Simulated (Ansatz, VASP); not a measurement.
# Two plane-wave programs on HfN

```xyz
4
Lattice="3.1339 0.0000 0.0000 -1.5670 2.7140 0.0000 0.0000 0.0000 5.4168" Properties=species:S:1:pos:R:3 pbc="T T T"
Hf    1.5670    0.9047    4.0626
Hf    0.0000    1.8094    1.3542
N     0.0000    0.0000    0.0000
N     0.0000    0.0000    2.7084
```

Alike in both runs: task relaxation of cell and atoms; functional PBEsol; dispersion D3(BJ); k mesh 9 × 9 × 5; no spin polarisation.

```csv
,VASP,Ansatz
version,VASP 6.6.1,Ansatz 0.2.0
potentials or method,"VASP PAW PBE potentials, release 64 (Hf_pv, N)","plane waves, PAW"
plane-wave cutoff (eV),600,420
occupations,"fermi-dirac, width 0.1 eV",fermi-dirac
valence electrons in the cell,30,62
```

VASP gave:

```
relaxed volume (Å³/atom)                                     : 11.11
relaxed cell length with the largest relative difference (Å) : 3.097
```

Q: Which values does Ansatz return?

A: Relaxed volume (Å³/atom): 11.19; relaxed cell length with the largest relative difference (Å): 3.105.

VASP's potentials were made for PBE, not for PBEsol. VASP's potentials hold 30 valence electrons a cell and Ansatz's 62, so a difference there can come from the potentials and not from the codes. Ansatz's warnings: stress scf threshold loose.

Neither program's run includes spin-orbit coupling.
